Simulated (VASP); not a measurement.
Input of a VASP 6.6.1 run:

The input INCAR:

```
ALGO = Normal
EDIFF = 1E-6
ENCUT = 600
GGA = PS
GGA_COMPAT = F
ISIF = 2
ISMEAR = 0
LASPH = T
LCHARG = T
LELF = T
LREAL = F
LVHAR = T
LWAVE = F
NBANDS = 11
NELM = 120
PREC = Accurate
SIGMA = 0.05
```

File KPOINTS:

```
k-points
0
Gamma
  8 8 8
```

Contents of POSCAR:

```
MgSe
1.0
    0.0000000000      2.7248600115      2.7248600115
    2.7248600115      0.0000000000      2.7248600115
    2.7248600115      2.7248600115      0.0000000000
Mg Se
1 1
Direct
    0.0000000000      0.0000000000      0.0000000000
    0.5000000000      0.5000000000      0.5000000000
```

Potentials or basis: VASP PAW PBE potentials, release 64 (Mg, Se).

Command:

```sh
$ cat potpaw_PBE.64/Mg/POTCAR potpaw_PBE.64/Se/POTCAR > POTCAR
$ mpirun -np 1 vasp_std > vasp.out
```

(1) Predict the pressure.

(2) Estimate the band gap on the k mesh.

Results:

(1) -0.1 GPa.

(2) 1.76 eV, indirect (least direct gap 2.50 eV).

Caveat: the PAW data sets were made with another functional, which shifts forces and pressure a little.
